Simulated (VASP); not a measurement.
Runs of VASP 6.6.1 on Re. The structure is that of space group P6_3/mmc (No. 194), or close to it. The cells are those of the table. 

```csv
task,cell,k mesh,cutoff (eV),gap on the mesh (eV),pressure (GPa),relaxed volume (Å³/atom)
single point,"a = 2.752, b = 2.752, c = 8.867 Å, angles 90.0, 90.0, 120.0°, 4 atoms",21 × 21 × 6,520,none,0.0,-
relaxation of cell and atoms,"relaxed from a = 2.753, b = 2.753, c = 8.876 Å, angles 90.0, 90.0, 120.0°, 4 atoms",21 × 21 × 6,600,-,0.1,(a)
relaxation of cell and atoms,"relaxed from a = 2.766, b = 2.766, c = 8.939 Å, angles 90.0, 90.0, 120.0°, 4 atoms",9 × 9 × 2,600,none,0.0,14.57
single point,"a = 2.753, b = 2.753, c = 8.876 Å, angles 90.0, 90.0, 120.0°, 4 atoms",9 × 9 × 2,520,none,0.0,-
single point,"a = 2.766, b = 2.766, c = 8.939 Å, angles 90.0, 90.0, 120.0°, 4 atoms",9 × 9 × 2,520,none,-6.5,-
```

Alike in all rows: level PBEsol; potentials or basis VASP PAW PBE potentials, release 64 (Re); no spin polarisation; smearing gaussian 0.1 eV.

Estimate the missing entries.

(a) 14.55.

Caveats: the PAW data sets were made with another functional, which shifts forces and pressure a little; spin-orbit coupling is left out, which moves the levels of the heavy elements; the bands computed are all filled at some k points, so no gap is given (at least some runs); the highest band is partly filled, so the run has too few bands (at least some runs); the cell stands under tension (at least some runs).

A k mesh can miss the band edges, and the runs leave out spin-orbit coupling on Re.

A gap of «none» marks levels without a gap at the run's occupations.
